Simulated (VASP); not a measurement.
GaAs: single point with PBE

GaAs:

```
Ga As
1.0
     3.60640    0.00000    0.00000
    -1.80320    3.12324    0.00000
     0.00000    0.00000    3.57319
Ga As
1 1
Direct
  0.33333 0.66667 0.50000
  0.00000 0.00000 0.00000
```

```
Program             : VASP 6.6.1
Task                : single point
Functional          : PBE
Potentials or basis : VASP PAW PBE potentials, release 64 (Ga_d, As)
Cutoff              : 520 eV
k mesh              : 7 × 7 × 6
Occupations         : fermi-dirac, width 0.05 eV
Spin                : non-collinear spin, zero start, spin-orbit coupling
Starting moments    : [[0.0, 0.0, 0.0], [0.0, 0.0, 0.0]] μB
```

```json
{
 "Pressure": "-0.6 GPa",
 "Net moment": "0.00 μB per cell",
 "Valence electrons inside the program's atomic spheres": "Ga 11.51; As 2.69"
}
```

Stress tensor (GPa, compression positive):
```
 1.70  0.00  0.00
 0.00  1.70  0.00
 0.00  0.00 -5.22
```

Moments on the atoms (μB; x, y, z):
```
Ga  0.00 0.00 0.00
As  0.00 0.00 0.00
```

It took 48 s on 1 thread of Intel(R) Xeon(R) 6975P-C (Granite Rapids), with other jobs on the host, peak memory 0.28 GiB.
